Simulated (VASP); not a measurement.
Here is a VASP 6.6.1 calculation.

INCAR

```
SYSTEM = Al
ALGO = Normal
DIPOL = 0.5 0.5 0.500
EDIFF = 1E-6
ENCUT = 520
GGA = PE
IDIPOL = 3
ISIF = 2
ISMEAR = -1
LASPH = .TRUE.
LCHARG = .FALSE.
LDIPOL = .TRUE.
LREAL = .FALSE.
LWAVE = .FALSE.
NBANDS = 16
NELM = 100
PREC = Accurate
SIGMA = 0.08
```

Contents of KPOINTS:

```
k-points
0
G
  14 14 1
  0 0 0
```

The input POSCAR:

```
Al
1.0
    2.8574853682      0.0000000000      0.0000000000
    0.0000000000      2.8574853682      0.0000000000
    0.0000000000      0.0000000000     15.2281000000
Al
5
Direct
    0.0000000000      0.0000000000      0.2298382689
    0.5000000000      0.5000000000      0.3646592811
    0.0000000000      0.0000000000      0.4999999965
    0.5000000000      0.5000000000      0.6353407174
    0.0000000000      0.0000000000      0.7701617311
```

Potentials or basis: VASP PAW PBE potentials, release 64 (Al).

The run is started by

```bash
$ cat potpaw_PBE.64/Al/POTCAR > POTCAR
$ mpirun -np 1 vasp_std > vasp.out
```

Question: Estimate the largest force.

Answer: 0.012 eV/Å.

Question: Predict the band gap on the k mesh.

Answer: Zero (an odd number of electrons rules out a gap without spin polarisation).

Forces in eV/Å, atoms in the order of the input:
```
Al   0.000  0.000  0.012
Al   0.000  0.000  0.004
Al   0.000  0.000  0.000
Al   0.000  0.000 -0.004
Al   0.000  0.000 -0.012
```
